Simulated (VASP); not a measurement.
Here is a VASP 6.6.1 calculation.

The input INCAR:

```
SYSTEM = Rb3CuAu
PREC     = Accurate       ! precision mode
ENCUT    = 520            ! plane-wave cutoff, eV
EDIFF    = 1E-6           ! SCF threshold, eV
ISMEAR   = 0              ! smearing method
SIGMA    = 0.1            ! smearing width, eV
LREAL    = .FALSE.        ! projectors in reciprocal space
LASPH    = .TRUE.         ! aspherical terms in the spheres
NELM     = 60             ! most SCF steps
ALGO     = Normal         ! electronic algorithm
ISIF     = 2              ! what is computed and relaxed
LWAVE    = .FALSE.        ! write WAVECAR
LCHARG   = .FALSE.        ! write CHGCAR
GGA      = PE             ! functional
NBANDS   = 32             ! bands
```

KPOINTS

```
regular mesh
0
G
  6 6 1
  0 0 0
```

File POSCAR:

```
Rb3CuAu
1.0
    4.5324383500      0.0000000000      0.0000000000
   -2.2662191700      3.9252067500      0.0000000000
    0.0000000000      0.0000000000     16.5924857800
Rb Cu Au
3 1 1
Direct
    0.3333333300      0.6666666700      0.1733684900
    0.0000000000      0.0000000000      0.4248804200
    0.6666666700      0.3333333300      0.6763923500
    0.0000000000      0.0000000000      0.0000000000
    0.3333333300      0.6666666700      0.8497608400
```

Potentials or basis: VASP PAW PBE potentials, release 64 (Rb_sv, Cu, Au).

Command:

```bash
$ cat potpaw_PBE.64/Rb_sv/POTCAR potpaw_PBE.64/Cu/POTCAR potpaw_PBE.64/Au/POTCAR > POTCAR
$ mpirun -np 1 vasp_std > vasp.out
```

Q: Predict the band gap on the k mesh.

A: Zero (an odd number of electrons rules out a gap without spin polarisation).

Q: What does it give for the largest force?

A: 0.846 eV/Å.

Stress tensor (GPa, compression positive):
```
-0.04  0.00  0.00
 0.00 -0.04  0.00
 0.00  0.00 -2.95
```

Caveat: the k points lie up to 0.38 Å⁻¹ apart, too coarse for converged energies and pressures of a metal; spin-orbit coupling is left out, which moves the levels of the heavy elements.
